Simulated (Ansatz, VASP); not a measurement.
# One calculation of Mn3O4, two programs

```
Mn O
1.0
    -2.87950    2.87950    4.73000
     2.87950   -2.87950    4.73000
     2.87950    2.87950   -4.73000
Mn O
6 8
Cartesian
  0.0000 0.0000 0.0000
  0.0000 2.8795 2.3650
  0.0000 1.4398 5.9125
  1.4398 0.0000 3.5475
  2.8795 1.4398 1.1825
  1.4398 2.8795 -1.1825
  0.0000 1.2670 3.6326
  1.6125 0.0000 1.2676
  2.8795 1.6125 -1.0974
  4.1465 0.0000 1.2676
  2.8795 -1.2670 3.4624
  1.6125 2.8795 1.0974
  2.8795 1.2670 3.4624
  1.2670 0.0000 5.8274
```

Alike in both runs: task single point; functional LDA; k mesh 3 × 3 × 4; occupations fermi-dirac, width 0.02 eV; collinear spin; Hubbard terms Mn d U = 3.9 eV.

|  | VASP | Ansatz |
| --- | --- | --- |
| version | VASP 6.6.1 | Ansatz 0.2.0 |
| potentials or method | VASP PAW LDA potentials, release 64 (Mn_pv, O), cutoff 520 eV | PAW, plane waves, scalar-relativistic |
| valence electrons in the cell | 126 | 138 |

|  | VASP | Ansatz | Ansatz less VASP |
| --- | --- | --- | --- |
| gap on the k mesh at the Fermi level (eV) | 1.34 | 1.29 | -0.045 |
| pressure (GPa) | -3.6 | -3.6 | +0.05 |
| traceless stress, the component that is largest in VASP (GPa) | -1.66 | -0.49 | +1.169 |
| rms of the force components (eV/Å) | 0.168 | 0.132 | -0.0361 |
| net moment per atom (μB) | 0.71 | 0.71 | 0.000 |
| size of the moment on the site where the two differ most (μB) | 4.51 | 4.01 | -0.497 |

LDA's correlation is that of Perdew and Zunger in VASP and of Perdew and Wang (1992) in Ansatz. Site moments also hang on the region over which each program counts them. The programs project onto different local orbitals, so the same U acts differently, and such runs can settle in different states. Atom by atom the forces differ by 0.050 eV/Å (rms over components). VASP's potentials hold 126 valence electrons a cell and Ansatz's 138, so a difference there can come from the potentials and not from the codes.

The k mesh is coarse, so the values compare programs but aren't converged.
